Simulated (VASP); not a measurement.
Set up this calculation in VASP 6.6.1, as the native input.

* Task: single point
* Functional: PBE
* Potentials or basis: VASP PAW PBE potentials, release 64 (Rh_pv)
* Cutoff: 520 eV
* k mesh: 21 × 21 × 12
* Occupations: gaussian, width 0.15 eV
* Spin: no spin polarisation
* Dipole correction: no
* Further INCAR settings: ALGO = Fast; EDIFF = 1e-07; NBANDS = 22

The structure of Rh lies in POSCAR:

```
Rh
1.0
    2.5641244678      0.0000000000      0.0000000000
   -1.2820622339      2.2205969276      0.0000000000
    0.0000000000      0.0000000000      4.6551679713
Rh
2
Direct
    0.6666666667      0.3333333333      0.7500000000
    0.3333333333      0.6666666667      0.2500000000
```

This isn't the form of Rh at room conditions, which is fcc.

The input as run:

INCAR

```
PREC = Accurate
ENCUT = 520
EDIFF = 1E-7
ISMEAR = 0
SIGMA = 0.15
LREAL = False
LASPH = True
NELM = 80
ALGO = Fast
ISIF = 2
LWAVE = False
LCHARG = False
GGA = PE
NBANDS = 22
```

KPOINTS

```
regular mesh
0
Gamma
  21 21 12
```

Potentials or basis: VASP PAW PBE potentials, release 64 (Rh_pv).

The run is started by

```sh
$ cat potpaw_PBE.64/Rh_pv/POTCAR > POTCAR
$ mpirun -np 1 vasp_std > vasp.out
```

Results of the run:

```json
{
 "Pressure": "23.0 GPa",
 "Band gap on the k mesh": "zero (bands 15 and 16 overlap by 2.88 eV)"
}
```

Caveat: the cell stands under pressure.

Wall time 83 s on 1 thread of Intel(R) Xeon(R) 6975P-C (Granite Rapids), with other jobs on the host, peak memory 0.26 GiB.
